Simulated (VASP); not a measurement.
TaSi4W, 6 atoms in the cell. Symmetry: P-6m2, No. 187, hexagonal system. Conventional cell: a = 4.943 Å, b = 4.943 Å, c = 5.236 Å, α = 90.00°, β = 90.00°, γ = 120.00°. Within 3.3 Å of Ta (site symmetry -6m2) lie 6 Si at 2.47 Å and 2 W at 2.62 Å. Si (site symmetry mm2) has 6 Si at 2.45 to 2.98 Å and 2 Ta at 2.47 Å within 3.2 Å. Within 3.9 Å of Si (site symmetry -6m2) lie 3 W at 2.85 Å and 6 Si at 2.98 Å and 6 Ta at 3.87 Å. Within 3.7 Å of W (site symmetry -6m2) lie 2 Ta at 2.62 Å and 15 Si at 2.85 to 3.60 Å. The cell was generated, and may not be a known phase.

* Program: VASP 6.6.1
* Task: single point
* Functional: PBE
* Potentials or basis: VASP PAW PBE potentials, release 64 (Ta_pv, Si, W_sv)
* Cutoff: 500 eV
* k mesh: 4 × 4 × 3
* Occupations: gaussian, width 0.2 eV
* Spin: no spin polarisation
* Dipole correction: no
* Further INCAR settings: ALGO = Normal; EDIFF = 1e-06; NBANDS = 30

Potentials or basis: VASP PAW PBE potentials, release 64 (Ta_pv, Si, W_sv).

Run with:

```console
$ cat potpaw_PBE.64/Ta_pv/POTCAR potpaw_PBE.64/Si/POTCAR potpaw_PBE.64/W_sv/POTCAR > POTCAR
$ mpirun -np 1 vasp_std > vasp.out
```

Hardware: 1 thread of Intel(R) Xeon(R) Platinum 8488C (Sapphire Rapids), with other jobs on the host.

Question: Estimate the wall time of this run.

Answer: Run time: 16 s on 1 thread of Intel(R) Xeon(R) Platinum 8488C (Sapphire Rapids) (shared host), peak memory 0.23 GiB. Counts: scf iterations 14, k points 8.
